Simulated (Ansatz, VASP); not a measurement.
This is a calculation of SrO for Ansatz 0.2.0.

input.yaml

```yaml
crystal:
  lattice:
    - [0.0, 2.5663, 2.5663]
    - [2.5663, 0.0, 2.5663]
    - [2.5663, 2.5663, 0.0]
  atoms:
    - { symbol: Sr, position: [0.5, 0.5, 0.5] }
    - { symbol: O, position: [0.0, 0.0, 0.0] }
kpoints:
  mp_grid: { grid: [9, 9, 9] }
scf:
  occupations: { method: fermi_dirac, width: 0.05 }
hamiltonian:
  xc: rpbe
  dispersion: d3bj
  pseudopotentials: { kind: all_electron, lapw: { basis_error: 0.001 } }
output:
  forces: true
  stress: true
relax:
  f_tol: 0.005
  max_steps: 60
  cell: {}
```

Potentials or basis: all-electron LAPW, scalar-relativistic.

The run is started by

```console
$ ansatz run input.yaml --threads 1 --pin off --max-ram 3072MiB --backend cpu --events-out ev --progress --plain --runs-dir out
```

**Question.** Set up the same calculation for VASP 6.6.1. Potentials there: VASP PAW PBE potentials, release 64 (Sr_sv, O).

**Answer.** As run (the cutoff follows the program's own potentials):

File INCAR:

```
ALGO     = Normal         # electronic algorithm
EDIFF    = 1E-7           # SCF threshold, eV
EDIFFG   = -0.005         # ionic threshold
ENCUT    = 600            # plane-wave cutoff, eV
GGA      = RP             # functional
IBRION   = 2              # ionic algorithm
ISIF     = 3              # what is computed and relaxed
ISMEAR   = -1             # smearing method
IVDW     = 12             # dispersion correction
LASPH    = T              # aspherical terms in the spheres
LCHARG   = F              # write CHGCAR
LREAL    = F              # projectors in reciprocal space
LWAVE    = F              # write WAVECAR
NELM     = 80             # most SCF steps
NSW      = 80             # ionic steps
PREC     = Accurate       # precision mode
SIGMA    = 0.05           # smearing width, eV
```

KPOINTS

```
k-points
0
Gamma
  9 9 9
```

Contents of POSCAR:

```
SrO
1.0
    0.0000000000      2.5663000000      2.5663000000
    2.5663000000      0.0000000000      2.5663000000
    2.5663000000      2.5663000000      0.0000000000
Sr O
1 1
Direct
    0.5000000000      0.5000000000      0.5000000000
    0.0000000000      0.0000000000      0.0000000000
```

Potentials or basis: VASP PAW PBE potentials, release 64 (Sr_sv, O).

Command:

```bash
$ cat potpaw_PBE.64/Sr_sv/POTCAR potpaw_PBE.64/O/POTCAR > POTCAR
$ mpirun -np 1 vasp_std > vasp.out
```

Both were run:

|  | VASP | Ansatz | Ansatz less VASP |
| --- | --- | --- | --- |
| relaxed volume (Å³/atom) | 14.82 | 14.72 | -0.095 |
| relaxed cell length with the largest relative difference (Å) | 3.474 | 3.466 | -0.0074 |

VASP's potentials were made for PBE, not for RPBE. Ansatz ran all-electron here, and VASP with PAW potentials.
